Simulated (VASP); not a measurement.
# NaMg3O4 (Pm-3m) in VASP: a series of runs

Runs on NaMg3O4. Level: LDA. Tasks: single point.

Everything below comes from runs of VASP 6.6.1. Logs are shortened: lines on timing, memory, paths and dates and some standing lists are left out, and cuts for length are marked.

**1. The cell of the first run**

It takes space group Pm-3m (No. 221, cubic). The conventional cell has a = 4.354 Å, b = 4.354 Å, c = 4.354 Å, α = 90.00°, β = 90.00°, γ = 90.00°. Na (site symmetry m-3m) has 6 O at 2.18 Å within 2.9 Å. Within 2.9 Å of Mg (site symmetry 4/mmm) lie 6 O at 2.18 Å. Within 2.9 Å of O (site symmetry 4/mmm) lie 2 Na at 2.18 Å and 4 Mg at 2.18 Å. Within 2.9 Å of O (site symmetry m-3m) lie 6 Mg at 2.18 Å.

**2. Single point, LDA**

INCAR reads:

```
SYSTEM = NaMg3O4
PREC = Accurate
ENCUT = 520
EDIFF = 1E-6
ISMEAR = 1
SIGMA = 0.1
LREAL = .False.
LASPH = .True.
NELM = 80
ALGO = Normal
ISIF = 2
LWAVE = .False.
LCHARG = .False.
GGA = CA
NBANDS = 28
```

KPOINTS reads:

```
regular mesh
0
Gamma
  5 5 5
  0 0 0
```

POSCAR reads:

```
NaMg3O4
1.0
    4.3537536500      0.0000000000      0.0000000000
    0.0000000000      4.3537536500      0.0000000000
    0.0000000000      0.0000000000      4.3537536500
Na Mg O
1 3 4
Direct
    0.0000000000      0.0000000000      0.0000000000
    0.0000000000      0.5000000000      0.5000000000
    0.5000000000      0.0000000000      0.5000000000
    0.5000000000      0.5000000000      0.0000000000
    0.5000000000      0.0000000000      0.0000000000
    0.5000000000      0.5000000000      0.5000000000
    0.0000000000      0.0000000000      0.5000000000
    0.0000000000      0.5000000000      0.0000000000
```

Potentials or basis: VASP PAW LDA potentials, release 64 (Na_pv, Mg, O).

The run is started by

```console
$ cat potpaw_LDA.64/Na_pv/POTCAR potpaw_LDA.64/Mg/POTCAR potpaw_LDA.64/O/POTCAR > POTCAR
$ mpirun -np 1 vasp_std > vasp.out
```

OUTCAR:

```text
SYSTEM = NaMg3O4
   PREC = Accurate
   ENCUT = 520
   EDIFF = 1E-6
   ISMEAR = 1
   LREAL = .False.
   LASPH = .True.
   NELM = 80
   ISIF = 2
   GGA = CA

 ion  position               nearest neighbor table
   1  0.000  0.000  0.000-   5 2.18   7 2.18   8 2.18   7 2.18   8 2.18   5 2.18   2 3.08   3 3.08
                             2 3.08   2 3.08   4 3.08   3 3.08   2 3.08   3 3.08   4 3.08   4 3.08
   2  0.000  0.500  0.500-   6 2.18   7 2.18   8 2.18   8 2.18   7 2.18   6 2.18   1 3.08   4 3.08
                             1 3.08   1 3.08   3 3.08   3 3.08   1 3.08   3 3.08   4 3.08   4 3.08
   3  0.500  0.000  0.500-   5 2.18   6 2.18   7 2.18   5 2.18   6 2.18   7 2.18   1 3.08   4 3.08
                             1 3.08   2 3.08   4 3.08   2 3.08   4 3.08   1 3.08   2 3.08   4 3.08
   4  0.500  0.500  0.000-   5 2.18   6 2.18   8 2.18   6 2.18   5 2.18   8 2.18   2 3.08   3 3.08
                             1 3.08   1 3.08   3 3.08   2 3.08   3 3.08   1 3.08   2 3.08   3 3.08
   5  0.500  0.000  0.000-   1 2.18   3 2.18   4 2.18   3 2.18   4 2.18   1 2.18
   6  0.500  0.500  0.500-   2 2.18   3 2.18   4 2.18   4 2.18   3 2.18   2 2.18
   7  0.000  0.000  0.500-   1 2.18   2 2.18   3 2.18   1 2.18   2 2.18   3 2.18
   8  0.000  0.500  0.000-   1 2.18   2 2.18   4 2.18   2 2.18   1 2.18   4 2.18

  LATTYP: Found a simple cubic cell.
 ALAT       =     4.3537536500

  Lattice vectors:

 A1 = (   4.3537536500,   0.0000000000,   0.0000000000)
 A2 = (   0.0000000000,   4.3537536500,   0.0000000000)
 A3 = (   0.0000000000,   0.0000000000,   4.3537536500)

Analysis of symmetry for initial positions (statically):
=====================================================================
 Subroutine PRICEL returns:
 Original cell was already a primitive cell.

 Routine SETGRP: Setting up the symmetry group for a
 simple cubic supercell.

 Subroutine GETGRP returns: Found 48 space group operations
 (whereof 48 operations were pure point group operations)
 out of a pool of 48 trial point group operations.

The static configuration has the point symmetry O_h .

Analysis of symmetry for dynamics (positions and initial velocities):
=====================================================================
 Subroutine PRICEL returns:
 Original cell was already a primitive cell.

 Routine SETGRP: Setting up the symmetry group for a
 simple cubic supercell.

 Subroutine GETGRP returns: Found 48 space group operations
 (whereof 48 operations were pure point group operations)
 out of a pool of 48 trial point group operations.

The dynamic configuration has the point symmetry O_h .

 Subroutine INISYM returns: Found 48 space group operations
 (whereof 48 operations are pure point group operations),
 and found     1 'primitive' translations

----------------------------------------------------------------------------------------

                                     Primitive cell

  volume of cell :      82.5261

  direct lattice vectors                    reciprocal lattice vectors
     4.353753650  0.000000000  0.000000000     0.229686859  0.000000000  0.000000000
     0.000000000  4.353753650  0.000000000     0.000000000  0.229686859  0.000000000
     0.000000000  0.000000000  4.353753650     0.000000000  0.000000000  0.229686859

  length of vectors
     4.353753650  4.353753650  4.353753650     0.229686859  0.229686859  0.229686859

  position of ions in fractional coordinates (direct lattice)
     0.000000000  0.000000000  0.000000000
     0.000000000  0.500000000  0.500000000
     0.500000000  0.000000000  0.500000000
     0.500000000  0.500000000  0.000000000
     0.500000000  0.000000000  0.000000000
     0.500000000  0.500000000  0.500000000
     0.000000000  0.000000000  0.500000000
     0.000000000  0.500000000  0.000000000

  ion indices of the primitive-cell ions
   primitive index   ion index
                 1           1
                 2           2
                 3           3
                 4           4
                 5           5
                 6           6
                 7           7
                 8           8

----------------------------------------------------------------------------------------

 KPOINTS: regular mesh

Automatic generation of k-mesh.
 Grid dimensions read from file:
 generate k-points for:    5    5    5

 Generating k-lattice:

  Cartesian coordinates                     Fractional coordinates (reciprocal lattice)
     0.045937372  0.000000000  0.000000000     0.200000000  0.000000000  0.000000000
     0.000000000  0.045937372  0.000000000     0.000000000  0.200000000  0.000000000
     0.000000000  0.000000000  0.045937372     0.000000000  0.000000000  0.200000000

  Length of vectors
     0.045937372  0.045937372  0.045937372

  Shift w.r.t. Gamma in fractional coordinates (k-lattice)
     0.000000000  0.000000000  0.000000000

 Subroutine IBZKPT returns following result:
 ===========================================

 Found     10 irreducible k-points:

 Following reciprocal coordinates:
            Coordinates               Weight
  0.000000  0.000000  0.000000      1.000000
  0.200000  0.000000  0.000000      6.000000
  0.400000  0.000000  0.000000      6.000000
  0.200000  0.200000  0.000000     12.000000
  0.400000  0.200000  0.000000     24.000000
  0.400000  0.400000  0.000000     12.000000
  0.200000  0.200000  0.200000      8.000000
  0.400000  0.200000  0.200000     24.000000
  0.400000  0.400000  0.200000     24.000000
  0.400000  0.400000  0.400000      8.000000
   k-points           NKPTS =     10   k-points in BZ     NKDIM =     10   number of bands    NBANDS=     28
   number of dos      NEDOS =    301   number of ions     NIONS =      8
   total plane-waves  NPLWV =  32768
   dimension x,y,z NGX =    32 NGY =   32 NGZ =   32
   dimension x,y,z NGXF=    64 NGYF=   64 NGZF=   64
   ions per type =               1   3   4
   NGX,Y,Z   is equivalent  to a cutoff of  12.22, 12.22, 12.22 a.u.
   NGXF,Y,Z  is equivalent  to a cutoff of  24.44, 24.44, 24.44 a.u.
 SYSTEM =  NaMg3O4
   PREC   = accura    normal or accurate (medium, high low for compatibility)
   ISTART =      0    job   : 0-new  1-cont  2-samecut
   ICHARG =      2    charge: 1-file 2-atom 10-const
   ISPIN  =      1    spin polarized calculation?
   LNONCOLLINEAR =      F non collinear calculations
   LSORBIT =      F    spin-orbit coupling
   LASPH  =      T    aspherical Exc in radial PAW
   ENCUT  =  520.0 eV  38.22 Ry    6.18 a.u.   8.10  8.10  8.10*2*pi/ulx,y,z
   NELM   =     80;   NELMIN=  2; NELMDL= -5     # of ELM steps
   EDIFF  = 0.1E-05   stopping-criterion for ELM
   LREAL  =      F    real-space projection
   EDIFFG = 0.1E-04   stopping-criterion for IOM
   NSW    =      0    number of steps for IOM
   IBRION =     -1    ionic relax: 0-MD 1-quasi-New 2-CG
   NFREE  =      0    steps in history (QN), initial steepest desc. (CG)
   ISIF   =      2    stress and relaxation
   ISYM   =      2    0-nonsym 1-usesym 2-fastsym
   POTIM  = 0.5000    time-step for ionic-motion
   TEBEG  =    0.0;   TEEND  =   0.0 temperature during run
   PSTRESS=    0.0 pullay stress
   NELECT =      37.0000    total number of electrons
   NUPDOWN=      -1.0000    fix difference up-down
   EMIN   =  10.00;   EMAX   =-10.00  energy-range for DOS
   EFERMI =   0.00;   METHOD = LEGACY
   ISMEAR =     1;   SIGMA  =   0.10  broadening in eV -4-tet -1-fermi 0-gaus
   EFERMI_NEDOS =   21; number of points for ismear=-14 and -15
   IALGO  =     38    algorithm
   IMIX   =      4    mixing-type and parameters
     AMIX     =   0.40;   BMIX     =  1.00
     AMIX_MAG =   1.60;   BMIX_MAG =  1.00
  volume/ion in A,a.u.               =      10.32        69.61
  Fermi-wavevector in a.u.,A,eV,Ry     =   1.252982  2.367793 21.360661  1.569964
  Thomas-Fermi vector in A             =   2.386857
   LORBIT       =      0    0 simple, 1 ext, 2 COOP (PROOUT), +10 PAW based schemes
   GGA     = CA    functional components
   LHFCALC =     F    Hartree Fock is set to
   AEXX    =    0.0000 exact exchange contribution
   IVDW    =     0    specifies the selected vdW correction
   LEPSILON=     F    determine dielectric tensor
   LRPA    =     F    only Hartree local field effects (RPA)
 non-spin polarized calculation
 Methfessel and Paxton  Order N= 1 SIGMA  =   0.10
  energy-cutoff  :      520.00
  volume of cell :       82.53
 maximum number of plane-waves:      2257
   NGX = 17   NGY = 17   NGZ = 17

 number of electron      36.9999972 magnetization

 Free energy of the ion-electron system (eV)
  ---------------------------------------------------
  ext. energy  EPLUGINS =         0.00000000
  ---------------------------------------------------
  free energy    TOTEN  =       -47.90013306 eV

  energy without entropy =      -47.89590594  energy(sigma->0) =      -47.89872402

 E-fermi :   1.5995     XC(G=0): -11.1275

 val. band max:        1.5711624552   @ k =   0.4000   0.4000   0.0000
 cond. band min:       1.6126402734   @ k =   0.2000   0.2000   0.0000
 fundamental gap:      0.0414778182
 Fermi energy:         1.5995038998

 k-point     1 :       0.0000    0.0000    0.0000
  band No.  band energies     occupation
      1     -17.8785      2.00000
      2     -17.8785      2.00000
      3     -17.8785      2.00000
      4     -14.7187      2.00000
      5     -13.5577      2.00000
      6     -13.3834      2.00000
[... 20 lines left out ...]
     27      13.9415      0.00000
     28      13.9416      0.00000

 k-point     2 :       0.2000    0.0000    0.0000
  band No.  band energies     occupation
      1     -17.9217      2.00000
      2     -17.8780      2.00000
      3     -17.8780      2.00000
      4     -14.5907      2.00000
      5     -13.6152      2.00000
      6     -13.3711      2.00000
[... 240 lines left out ...]
 k-point    10 :       0.4000    0.4000    0.4000
  band No.  band energies     occupation
      1     -17.9807      2.00000
      2     -17.9791      2.00000
      3     -17.9791      2.00000
      4     -13.9644      2.00000
      5     -13.4479      2.00000
      6     -13.3646      2.00000
[... 20 lines left out ...]
     27      14.4627      0.00000
     28      15.9462      0.00000

------------------------ aborting loop because EDIFF is reached ----------------------------------------

  FORCE on cell =-STRESS in cart. coord.  units (eV):
  Direction    XX          YY          ZZ          XY          YZ          ZX
  --------------------------------------------------------------------------------------
  -------------------------------------------------------------------------------------
  Total       -5.7999181     -5.7999181     -5.7999181     -0.0000000     -0.0000000      0.0000000
  in kB     -112.6006474   -112.6006474   -112.6006474     -0.0000000     -0.0000000      0.0000000
  external PRESSURE =    -112.6006474 kB  Pullay stress =       0.0000000 kB

 VOLUME and BASIS-vectors are now :
 -----------------------------------------------------------------------------
  energy-cutoff  :      520.00
  volume of cell :       82.53
      direct lattice vectors                 reciprocal lattice vectors
     4.353753650  0.000000000  0.000000000     0.229686859  0.000000000  0.000000000
     0.000000000  4.353753650  0.000000000     0.000000000  0.229686859  0.000000000
     0.000000000  0.000000000  4.353753650     0.000000000  0.000000000  0.229686859

 POSITION                                       TOTAL-FORCE (eV/Angst)
 -----------------------------------------------------------------------------------
      0.00000      0.00000      0.00000         0.000000      0.000000      0.000000
      0.00000      2.17688      2.17688         0.000000      0.000000      0.000000
      2.17688      0.00000      2.17688         0.000000      0.000000      0.000000
      2.17688      2.17688      0.00000         0.000000      0.000000      0.000000
      2.17688      0.00000      0.00000         0.000000      0.000000      0.000000
      2.17688      2.17688      2.17688         0.000000      0.000000      0.000000
      0.00000      0.00000      2.17688         0.000000      0.000000      0.000000
      0.00000      2.17688      0.00000         0.000000      0.000000      0.000000
 -----------------------------------------------------------------------------------
    total drift:                                0.000000      0.000000     -0.000000

  FREE ENERGIE OF THE ION-ELECTRON SYSTEM (eV)
  ---------------------------------------------------
  free  energy   TOTEN  =       -47.9001330643 eV

  energy  without entropy=      -47.8959059439  energy(sigma->0) =      -47.89872402
```

Wall time 8.5 s (1 thread of Intel Xeon 6975P-C (Granite Rapids), shared host); peak memory 0.16 GiB.

Results:

```yaml
Free_energy: -47.9001 eV
Pressure: -11.3 GPa
```

Levels at points of the mesh, in eV from the Fermi level:
```
           k point  band 16  band 17  band 18  band 19  band 20  band 21  band 22  band 23
(0.00, 0.00, 0.00)    -0.81     0.25     0.25     0.25     4.34     8.86     8.86     9.45
```

Caveat: an odd number of electrons without spin polarisation forces a metal; a magnetic or distorted state may lie lower.

**3. Single point, LDA**

INCAR reads:

```
PREC = Accurate ; ENCUT = 520
EDIFF = 1E-7 ; ISMEAR = 1
SIGMA = 0.1 ; LREAL = F
LASPH = T ; NELM = 80
ALGO = Normal ; ISIF = 2
LWAVE = F ; LCHARG = F
GGA = CA ; NBANDS = 28
```

KPOINTS reads:

```
Automatic mesh
0
Gamma
  5 5 5
```

POSCAR is that of step 2.

Potentials or basis: VASP PAW LDA potentials, release 64 (Na_pv, Mg, O).

The run is started by

```console
$ cat potpaw_LDA.64/Na_pv/POTCAR potpaw_LDA.64/Mg/POTCAR potpaw_LDA.64/O/POTCAR > POTCAR
$ mpirun -np 1 vasp_std > vasp.out
```

OUTCAR:

```text
PREC = Accurate
   ENCUT = 520
   EDIFF = 1E-7
   ISMEAR = 1
   LREAL = F
   LASPH = T
   NELM = 80
   ISIF = 2
   GGA = CA

 ion  position               nearest neighbor table
   1  0.000  0.000  0.000-   5 2.18   7 2.18   8 2.18   7 2.18   8 2.18   5 2.18   2 3.08   3 3.08
                             2 3.08   2 3.08   4 3.08   3 3.08   2 3.08   3 3.08   4 3.08   4 3.08
   2  0.000  0.500  0.500-   6 2.18   7 2.18   8 2.18   8 2.18   7 2.18   6 2.18   1 3.08   4 3.08
                             1 3.08   1 3.08   3 3.08   3 3.08   1 3.08   3 3.08   4 3.08   4 3.08
   3  0.500  0.000  0.500-   5 2.18   6 2.18   7 2.18   5 2.18   6 2.18   7 2.18   1 3.08   4 3.08
                             1 3.08   2 3.08   4 3.08   2 3.08   4 3.08   1 3.08   2 3.08   4 3.08
   4  0.500  0.500  0.000-   5 2.18   6 2.18   8 2.18   6 2.18   5 2.18   8 2.18   2 3.08   3 3.08
                             1 3.08   1 3.08   3 3.08   2 3.08   3 3.08   1 3.08   2 3.08   3 3.08
   5  0.500  0.000  0.000-   1 2.18   3 2.18   4 2.18   3 2.18   4 2.18   1 2.18
   6  0.500  0.500  0.500-   2 2.18   3 2.18   4 2.18   4 2.18   3 2.18   2 2.18
   7  0.000  0.000  0.500-   1 2.18   2 2.18   3 2.18   1 2.18   2 2.18   3 2.18
   8  0.000  0.500  0.000-   1 2.18   2 2.18   4 2.18   2 2.18   1 2.18   4 2.18

  LATTYP: Found a simple cubic cell.
 ALAT       =     4.3537536500

[... 190 lines left out ...]
      5     -13.5579      2.00000
      6     -13.3837      2.00000
[... 299 lines left out ...]
     27      14.4626      0.00000
     28      15.9462      0.00000

------------------------ aborting loop because EDIFF is reached ----------------------------------------

  FORCE on cell =-STRESS in cart. coord.  units (eV):
  Direction    XX          YY          ZZ          XY          YZ          ZX
  --------------------------------------------------------------------------------------
  -------------------------------------------------------------------------------------
  Total       -5.7883453     -5.7883453     -5.7883453     -0.0000000      0.0000000     -0.0000000
  in kB     -112.3759721   -112.3759721   -112.3759721     -0.0000000      0.0000000     -0.0000000
  external PRESSURE =    -112.3759721 kB  Pullay stress =       0.0000000 kB

 VOLUME and BASIS-vectors are now :
 -----------------------------------------------------------------------------
  energy-cutoff  :      520.00
  volume of cell :       82.53
      direct lattice vectors                 reciprocal lattice vectors
     4.353753650  0.000000000  0.000000000     0.229686859  0.000000000  0.000000000
     0.000000000  4.353753650  0.000000000     0.000000000  0.229686859  0.000000000
     0.000000000  0.000000000  4.353753650     0.000000000  0.000000000  0.229686859

 POSITION                                       TOTAL-FORCE (eV/Angst)
 -----------------------------------------------------------------------------------
      0.00000      0.00000      0.00000         0.000000      0.000000      0.000000
      0.00000      2.17688      2.17688         0.000000      0.000000      0.000000
      2.17688      0.00000      2.17688         0.000000      0.000000      0.000000
      2.17688      2.17688      0.00000         0.000000      0.000000      0.000000
      2.17688      0.00000      0.00000         0.000000      0.000000      0.000000
      2.17688      2.17688      2.17688         0.000000      0.000000      0.000000
      0.00000      0.00000      2.17688         0.000000      0.000000      0.000000
      0.00000      2.17688      0.00000         0.000000      0.000000      0.000000
 -----------------------------------------------------------------------------------
    total drift:                                0.000000      0.000000     -0.000000

  FREE ENERGIE OF THE ION-ELECTRON SYSTEM (eV)
  ---------------------------------------------------
  free  energy   TOTEN  =       -47.9001329721 eV

  energy  without entropy=      -47.8959045557  energy(sigma->0) =      -47.89872350
```

OSZICAR:

```text
N       E                     dE             d eps       ncg     rms          rms(c)
DAV:   1     0.283272606550E+03    0.28327E+03   -0.17896E+04   568   0.131E+03
DAV:   2    -0.265374408251E+02   -0.30981E+03   -0.29447E+03   648   0.346E+02
DAV:   3    -0.525190347114E+02   -0.25982E+02   -0.25642E+02   644   0.101E+02
DAV:   4    -0.529846981433E+02   -0.46566E+00   -0.46403E+00   676   0.151E+01
DAV:   5    -0.529915388068E+02   -0.68407E-02   -0.68395E-02   660   0.184E+00    0.123E+01
DAV:   6    -0.481154513443E+02    0.48761E+01   -0.15636E+01   612   0.310E+01    0.404E+00
DAV:   7    -0.479937787778E+02    0.12167E+00   -0.45499E-01   588   0.459E+00    0.240E+00
DAV:   8    -0.479040710572E+02    0.89708E-01   -0.16483E-01   640   0.324E+00    0.563E-01
DAV:   9    -0.479001902474E+02    0.38808E-02   -0.13120E-02   672   0.924E-01    0.121E-01
DAV:  10    -0.479001510062E+02    0.39241E-04   -0.35864E-04   668   0.170E-01    0.750E-02
DAV:  11    -0.479001346370E+02    0.16369E-04   -0.58358E-05   644   0.722E-02    0.138E-02
DAV:  12    -0.479001335067E+02    0.11303E-05   -0.10988E-05   736   0.336E-02    0.730E-03
DAV:  13    -0.479001330646E+02    0.44217E-06   -0.50845E-06   620   0.160E-02    0.271E-03
DAV:  14    -0.479001329721E+02    0.92499E-07   -0.33545E-07   568   0.398E-03
   1 F= -.47900133E+02 E0= -.47898723E+02  d E =-.422842E-02
```

stdout:

```text
POSCAR found type information on POSCAR NaMgO
 POSCAR found :  3 types and       8 ions
 scaLAPACK will be used
 LDA part: xc-table for (Slater(with rela. corr.)+CA(PZ))
 , standard interpolation
 POSCAR, INCAR and KPOINTS ok, starting setup
 FFT: planning ... GRIDC
 FFT: planning ... GRID_SOFT
 FFT: planning ... GRID
 WAVECAR not read
 entering main loop
```

It took 9.5 s on 1 thread of Intel Xeon 6975P-C (Granite Rapids), shared host; peak memory 0.16 GiB.

Results:

```
Free energy : -47.9001 eV
Pressure    : -11.2 GPa
```

Caveat: an odd number of electrons without spin polarisation forces a metal; a magnetic or distorted state may lie lower.
